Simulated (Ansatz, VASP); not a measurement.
Li5Sc: VASP beside Ansatz

```
Li Sc
1.0
     5.53268    0.00000    0.00000
    -2.76634    4.79144    0.00000
     0.00000    0.00000    4.55899
Li Sc
5 1
Direct
  0.33333 0.66667 0.00000
  0.66667 0.33333 0.00000
  0.50000 0.00000 0.50000
  0.50000 0.50000 0.50000
  0.00000 0.50000 0.50000
  0.00000 0.00000 0.00000
```

Change from the starting cell: species swapped into the YCo5 type (P6/mmm, No. 191).

Alike in both runs: task relaxation of cell and atoms; functional PBE; k mesh 12 × 12 × 8; occupations gaussian, width 0.1 eV; no spin polarisation.

|  | VASP | Ansatz |
| --- | --- | --- |
| version | VASP 6.6.1 | Ansatz 0.2.0 |
| potentials or method | VASP PAW PBE potentials, release 64 (Li_sv, Sc_sv), cutoff 600 eV | scalar-relativistic, plane waves, PAW |
| valence electrons in the cell | 26 | 26 |

```csv
,VASP,Ansatz,Ansatz less VASP
"gap on the k mesh at the Fermi level, each at its own relaxed structure (eV)",none,none,-
relaxed volume (Å³/atom),20.25,20.35,+0.094
relaxed length of the cell vector where the two differ most in proportion (Å),4.530,4.538,+0.0079
```

A gap of «none» marks a metal or a gap that the smearing closes.

Noted on VASP's run: the cutoff is under 1.25 times that of the potentials, so the pressure is a little rough.
